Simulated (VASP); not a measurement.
# GaC (Pm-3m) in VASP: a series of runs, part 2 of 2

VASP 6.6.1. The steps go on from the part before.

**3. Single point, PBE**

This run uses another cell than the first one, of 12.91 Å³/atom.

Contents of INCAR:

```
SYSTEM = GaC
PREC = Accurate
ENCUT = 600
EDIFF = 1E-6
ISMEAR = 0
SIGMA = 0.1
LREAL = .False.
LASPH = .True.
NELM = 120
ALGO = Normal
ISIF = 2
LWAVE = .False.
LCHARG = .False.
GGA = PE
NBANDS = 16
GGA_COMPAT = .False.
```

Contents of KPOINTS:

```
Automatic mesh
0
Gamma
  6 6 6
  0 0 0
```

Contents of POSCAR:

```
GaC
1.0
    2.9556062921      0.0000000000      0.0000000000
    0.0000000000      2.9556062921      0.0000000000
    0.0000000000      0.0000000000      2.9556062921
Ga C
1 1
Direct
    0.0000000000      0.0000000000      0.0000000000
    0.5000000000      0.5000000000      0.5000000000
```

Potentials or basis: VASP PAW PBE potentials, release 64 (Ga_d, C).

Run with:

```sh
$ cat potpaw_PBE.64/Ga_d/POTCAR potpaw_PBE.64/C/POTCAR > POTCAR
$ mpirun -np 1 vasp_std > vasp.out
```

OUTCAR:

```text
SYSTEM = GaC
   PREC = Accurate
   ENCUT = 600
   EDIFF = 1E-6
   ISMEAR = 0
   LREAL = .False.
   LASPH = .True.
   NELM = 120
   ISIF = 2
   GGA = PE

 ion  position               nearest neighbor table
   1  0.000  0.000  0.000-
   2  0.500  0.500  0.500-

  LATTYP: Found a simple cubic cell.
 ALAT       =     2.9556062921

  Lattice vectors:

 A1 = (   2.9556062921,   0.0000000000,   0.0000000000)
 A2 = (   0.0000000000,   2.9556062921,   0.0000000000)
 A3 = (   0.0000000000,   0.0000000000,   2.9556062921)

Analysis of symmetry for initial positions (statically):
=====================================================================
 Subroutine PRICEL returns:
 Original cell was already a primitive cell.

 Routine SETGRP: Setting up the symmetry group for a
 simple cubic supercell.

 Subroutine GETGRP returns: Found 48 space group operations
 (whereof 48 operations were pure point group operations)
 out of a pool of 48 trial point group operations.

The static configuration has the point symmetry O_h .

Analysis of symmetry for dynamics (positions and initial velocities):
=====================================================================
 Subroutine PRICEL returns:
 Original cell was already a primitive cell.

 Routine SETGRP: Setting up the symmetry group for a
 simple cubic supercell.

 Subroutine GETGRP returns: Found 48 space group operations
 (whereof 48 operations were pure point group operations)
 out of a pool of 48 trial point group operations.

The dynamic configuration has the point symmetry O_h .

 Subroutine INISYM returns: Found 48 space group operations
 (whereof 48 operations are pure point group operations),
 and found     1 'primitive' translations

----------------------------------------------------------------------------------------

                                     Primitive cell

  volume of cell :      25.8190

  direct lattice vectors                    reciprocal lattice vectors
     2.955606292  0.000000000  0.000000000     0.338340057  0.000000000  0.000000000
     0.000000000  2.955606292  0.000000000     0.000000000  0.338340057  0.000000000
     0.000000000  0.000000000  2.955606292     0.000000000  0.000000000  0.338340057

  length of vectors
     2.955606292  2.955606292  2.955606292     0.338340057  0.338340057  0.338340057

  position of ions in fractional coordinates (direct lattice)
     0.000000000  0.000000000  0.000000000
     0.500000000  0.500000000  0.500000000

  ion indices of the primitive-cell ions
   primitive index   ion index
                 1           1
                 2           2

----------------------------------------------------------------------------------------

 KPOINTS: Automatic mesh

Automatic generation of k-mesh.
 Grid dimensions read from file:
 generate k-points for:    6    6    6

 Generating k-lattice:

  Cartesian coordinates                     Fractional coordinates (reciprocal lattice)
     0.056390009  0.000000000  0.000000000     0.166666667  0.000000000  0.000000000
     0.000000000  0.056390009  0.000000000     0.000000000  0.166666667  0.000000000
     0.000000000  0.000000000  0.056390009     0.000000000  0.000000000  0.166666667

  Length of vectors
     0.056390009  0.056390009  0.056390009

  Shift w.r.t. Gamma in fractional coordinates (k-lattice)
     0.000000000  0.000000000  0.000000000

 Subroutine IBZKPT returns following result:
 ===========================================

 Found     20 irreducible k-points:

 Following reciprocal coordinates:
            Coordinates               Weight
  0.000000  0.000000  0.000000      1.000000
  0.166667  0.000000  0.000000      6.000000
  0.333333  0.000000  0.000000      6.000000
  0.500000  0.000000  0.000000      3.000000
  0.166667  0.166667  0.000000     12.000000
  0.333333  0.166667  0.000000     24.000000
[... 12 lines left out ...]
  0.500000  0.500000  0.333333      6.000000
  0.500000  0.500000  0.500000      1.000000
   k-points           NKPTS =     20   k-points in BZ     NKDIM =     20   number of bands    NBANDS=     16
   number of dos      NEDOS =    301   number of ions     NIONS =      2
   total plane-waves  NPLWV =  13824
   dimension x,y,z NGX =    24 NGY =   24 NGZ =   24
   dimension x,y,z NGXF=    48 NGYF=   48 NGZF=   48
   ions per type =               1   1
   NGX,Y,Z   is equivalent  to a cutoff of  13.50, 13.50, 13.50 a.u.
   NGXF,Y,Z  is equivalent  to a cutoff of  27.00, 27.00, 27.00 a.u.
 SYSTEM =  GaC
   PREC   = accura    normal or accurate (medium, high low for compatibility)
   ISTART =      0    job   : 0-new  1-cont  2-samecut
   ICHARG =      2    charge: 1-file 2-atom 10-const
   ISPIN  =      1    spin polarized calculation?
   LNONCOLLINEAR =      F non collinear calculations
   LSORBIT =      F    spin-orbit coupling
   LASPH  =      T    aspherical Exc in radial PAW
   ENCUT  =  600.0 eV  44.10 Ry    6.64 a.u.   5.90  5.90  5.90*2*pi/ulx,y,z
   NELM   =    120;   NELMIN=  2; NELMDL= -5     # of ELM steps
   EDIFF  = 0.1E-05   stopping-criterion for ELM
   LREAL  =      F    real-space projection
   EDIFFG = 0.1E-04   stopping-criterion for IOM
   NSW    =      0    number of steps for IOM
   IBRION =     -1    ionic relax: 0-MD 1-quasi-New 2-CG
   NFREE  =      0    steps in history (QN), initial steepest desc. (CG)
   ISIF   =      2    stress and relaxation
   ISYM   =      2    0-nonsym 1-usesym 2-fastsym
   POTIM  = 0.5000    time-step for ionic-motion
   TEBEG  =    0.0;   TEEND  =   0.0 temperature during run
   PSTRESS=    0.0 pullay stress
   NELECT =      17.0000    total number of electrons
   NUPDOWN=      -1.0000    fix difference up-down
   EMIN   =  10.00;   EMAX   =-10.00  energy-range for DOS
   EFERMI =   0.00;   METHOD = LEGACY
   ISMEAR =     0;   SIGMA  =   0.10  broadening in eV -4-tet -1-fermi 0-gaus
   EFERMI_NEDOS =   21; number of points for ismear=-14 and -15
   IALGO  =     38    algorithm
   IMIX   =      4    mixing-type and parameters
     AMIX     =   0.40;   BMIX     =  1.00
     AMIX_MAG =   1.60;   BMIX_MAG =  1.00
  volume/ion in A,a.u.               =      12.91        87.12
  Fermi-wavevector in a.u.,A,eV,Ry     =   1.424223  2.691391 27.598196  2.028410
  Thomas-Fermi vector in A             =   2.544737
   LORBIT       =      0    0 simple, 1 ext, 2 COOP (PROOUT), +10 PAW based schemes
   GGA     = PE    functional components
   LHFCALC =     F    Hartree Fock is set to
   AEXX    =    0.0000 exact exchange contribution
   IVDW    =     0    specifies the selected vdW correction
   LEPSILON=     F    determine dielectric tensor
   LRPA    =     F    only Hartree local field effects (RPA)
 non-spin polarized calculation
 Gauss-broadening in eV      SIGMA  =   0.10
  energy-cutoff  :      600.00
  volume of cell :       25.82
 maximum number of plane-waves:       912
 NGX is ok and might be reduce to    24
   NGX = 11   NGY = 11   NGZ = 11

 number of electron      16.9999981 magnetization

 Free energy of the ion-electron system (eV)
  ---------------------------------------------------
  ext. energy  EPLUGINS =         0.00000000
  ---------------------------------------------------
  free energy    TOTEN  =        -8.10392949 eV

  energy without entropy =       -8.09697874  energy(sigma->0) =       -8.10045412

 E-fermi :   5.5959     XC(G=0): -11.6129

 val. band max:        5.5369274335   @ k =   0.0000   0.0000   0.0000
 cond. band min:       5.5983817075   @ k =   0.3333   0.3333   0.1667
 fundamental gap:      0.0614542740
 Fermi energy:         5.5958879341

 k-point     1 :       0.0000    0.0000    0.0000
  band No.  band energies     occupation
      1      -9.1217      2.00000
      2      -9.1217      2.00000
      3      -8.8407      2.00000
      4      -8.8407      2.00000
      5      -8.8407      2.00000
      6      -7.8698      2.00000
[... 8 lines left out ...]
     15      17.4780      0.00000
     16      28.8050      0.00000
[... 343 lines left out ...]
 k-point    20 :       0.5000    0.5000    0.5000
  band No.  band energies     occupation
      1      -9.0765      2.00000
      2      -9.0765      2.00000
      3      -9.0765      2.00000
      4      -8.7501      2.00000
      5      -8.7501      2.00000
      6      -1.7591      2.00000
[... 8 lines left out ...]
     15      23.8964      0.00000
     16      23.8964      0.00000

------------------------ aborting loop because EDIFF is reached ----------------------------------------

  FORCE on cell =-STRESS in cart. coord.  units (eV):
  Direction    XX          YY          ZZ          XY          YZ          ZX
  --------------------------------------------------------------------------------------
  -------------------------------------------------------------------------------------
  Total       -1.8959796     -1.8959796     -1.8959796      0.0000000      0.0000000     -0.0000000
  in kB     -117.6534031   -117.6534031   -117.6534031      0.0000000      0.0000000     -0.0000000
  external PRESSURE =    -117.6534031 kB  Pullay stress =       0.0000000 kB

 VOLUME and BASIS-vectors are now :
 -----------------------------------------------------------------------------
  energy-cutoff  :      600.00
  volume of cell :       25.82
      direct lattice vectors                 reciprocal lattice vectors
     2.955606292  0.000000000  0.000000000     0.338340057  0.000000000  0.000000000
     0.000000000  2.955606292  0.000000000     0.000000000  0.338340057  0.000000000
     0.000000000  0.000000000  2.955606292     0.000000000  0.000000000  0.338340057

 POSITION                                       TOTAL-FORCE (eV/Angst)
 -----------------------------------------------------------------------------------
      0.00000      0.00000      0.00000         0.000000      0.000000      0.000000
      1.47780      1.47780      1.47780         0.000000      0.000000      0.000000
 -----------------------------------------------------------------------------------
    total drift:                                0.000000      0.000000      0.000000

  FREE ENERGIE OF THE ION-ELECTRON SYSTEM (eV)
  ---------------------------------------------------
  free  energy   TOTEN  =        -8.1039294946 eV

  energy  without entropy=       -8.0969787380  energy(sigma->0) =       -8.10045412
```

OSZICAR:

```text
N       E                     dE             d eps       ncg     rms          rms(c)
DAV:   1     0.721946235432E+02    0.72195E+02   -0.84131E+03   688   0.183E+03
DAV:   2    -0.374117415774E+01   -0.75936E+02   -0.71116E+02   808   0.322E+02
DAV:   3    -0.848172439217E+01   -0.47406E+01   -0.47066E+01   688   0.605E+01
DAV:   4    -0.853280016775E+01   -0.51076E-01   -0.51055E-01   768   0.659E+00
DAV:   5    -0.853354481417E+01   -0.74465E-03   -0.74464E-03   720   0.743E-01    0.313E+00
DAV:   6    -0.813193121346E+01    0.40161E+00   -0.65822E-01   880   0.167E+01    0.110E+00
DAV:   7    -0.811166348220E+01    0.20268E-01   -0.58076E-02   720   0.280E+00    0.625E-01
DAV:   8    -0.810590892482E+01    0.57546E-02   -0.30012E-02   648   0.142E+00    0.273E-01
DAV:   9    -0.810392731109E+01    0.19816E-02   -0.32951E-03   896   0.728E-01    0.679E-02
DAV:  10    -0.810398811427E+01   -0.60803E-04   -0.57749E-04   888   0.191E-01    0.453E-02
DAV:  11    -0.810393044166E+01    0.57673E-04   -0.77308E-05   912   0.892E-02    0.108E-02
DAV:  12    -0.810392949461E+01    0.94704E-06   -0.85905E-06   680   0.186E-02
   1 F= -.81039295E+01 E0= -.81004541E+01  d E =-.695076E-02
```

stdout:

```text
POSCAR found type information on POSCAR GaC
 POSCAR found :  2 types and       2 ions
 scaLAPACK will be used
 LDA part: xc-table for (Slater+PW92), standard interpolation
 POSCAR, INCAR and KPOINTS ok, starting setup
 FFT: planning ... GRIDC
 FFT: planning ... GRID_SOFT
 FFT: planning ... GRID
 WAVECAR not read
 entering main loop
```

Run time: 4.3 s. Hardware: 1 thread of Intel Xeon 6975P-C (Granite Rapids), shared host; peak memory 0.13 GiB.

Results:

```
Free energy            : -8.1039 eV
Pressure               : -11.8 GPa
Band gap on the k mesh : zero (an odd number of electrons rules out a gap without spin polarisation)
```

Caveat: the cell stands under tension.

**4. Relaxation of cell and atoms, PBE**

This run uses another cell than the first one, of 12.91 Å³/atom.

Contents of INCAR:

```
PREC = Accurate
ENCUT = 600
EDIFF = 1E-7
ISMEAR = 0
SIGMA = 0.1
LREAL = False
LASPH = True
NELM = 120
ALGO = Normal
ISIF = 3
LWAVE = False
LCHARG = False
GGA = PE
IBRION = 2
NSW = 90
EDIFFG = -0.04
GGA_COMPAT = False
NELMIN = 4
```

Contents of KPOINTS:

```
Automatic mesh
0
Gamma
  6 6 6
```

POSCAR is that of step 3.

Run with:

```sh
$ cat potpaw_PBE.64/Ga_d/POTCAR potpaw_PBE.64/C/POTCAR > POTCAR
$ mpirun -np 1 vasp_std > vasp.out
```

Wall time 6.6 s (1 thread of Intel Xeon 6975P-C (Granite Rapids), shared host); peak memory 0.14 GiB.

The run converged. Its results:

| Property | Result |
| --- | --- |
| Free energy | -8.2476 eV |
| Relaxed volume | 11.21 Å³/atom |
| Relaxed cell | a = 2.819 Å, b = 2.819 Å, c = 2.819 Å, α = 90.00°, β = 90.00°, γ = 90.00° |
| Space group after relaxing (to 0.1 Å) | Pm-3m (No. 221) |
| Energy gained by relaxing | 71.9 meV/atom |
| Ionic steps | 2 |
| Pressure after relaxing | 0.1 GPa |
| Band gap on the k mesh | zero (an odd number of electrons rules out a gap without spin polarisation) |

The path:
| step | energy change (eV) | largest force (eV/Å) | pressure (GPa) | volume (Å³) |
| --- | --- | --- | --- | --- |
| 1 | 0.0000 | 0.0000 | -11.85 | 25.82 |
| 2 | -0.1437 | 0.0000 | 0.06 | 22.41 |

Final structure:
```
Ga C
1.0
     2.81941    0.00000    0.00000
     0.00000    2.81941    0.00000
     0.00000    0.00000    2.81941
Ga C
1 1
Direct
  0.00000 0.00000 0.00000
  0.50000 0.50000 0.50000
```

Levels at points of the mesh, in eV from the Fermi level:
| k point | band 7 | band 8 | band 9 | band 10 | band 11 | band 12 |
| --- | --- | --- | --- | --- | --- | --- |
| (0.00, 0.00, 0.00) | -0.18 | -0.18 | -0.18 | 0.92 | 8.92 | 8.92 |
| (0.50, 0.00, 0.00) | -8.92 | 1.55 | 1.55 | 5.33 | 5.91 | 9.61 |
| (0.50, 0.50, 0.00) | -5.59 | -5.59 | -2.98 | 2.10 | 9.05 | 9.05 |
| (0.50, 0.50, 0.50) | -2.13 | -2.13 | -2.13 | 1.11 | 1.11 | 1.11 |

**5. Summary**

| task | cell | gap on the mesh (eV) | pressure (GPa) |
| --- | --- | --- | --- |
| single point | a = 2.818 Å, 2 atoms | none | 0.4 |
| single point | a = 2.956 Å, 2 atoms | none | -11.8 |
| relaxation of cell and atoms | relaxed from a = 2.956 Å, 2 atoms | none | 0.1 |

Alike in all rows: level PBE; potentials or basis VASP PAW PBE potentials, release 64 (Ga_d, C); no spin polarisation; k mesh 6 × 6 × 6; cutoff (eV) 600; smearing gaussian 0.1 eV.

Caveats: some runs use coarse meshes; the cell stands under tension (at least some runs).

Total energies depend on the potentials used, so only differences within one code and one set of settings carry meaning.
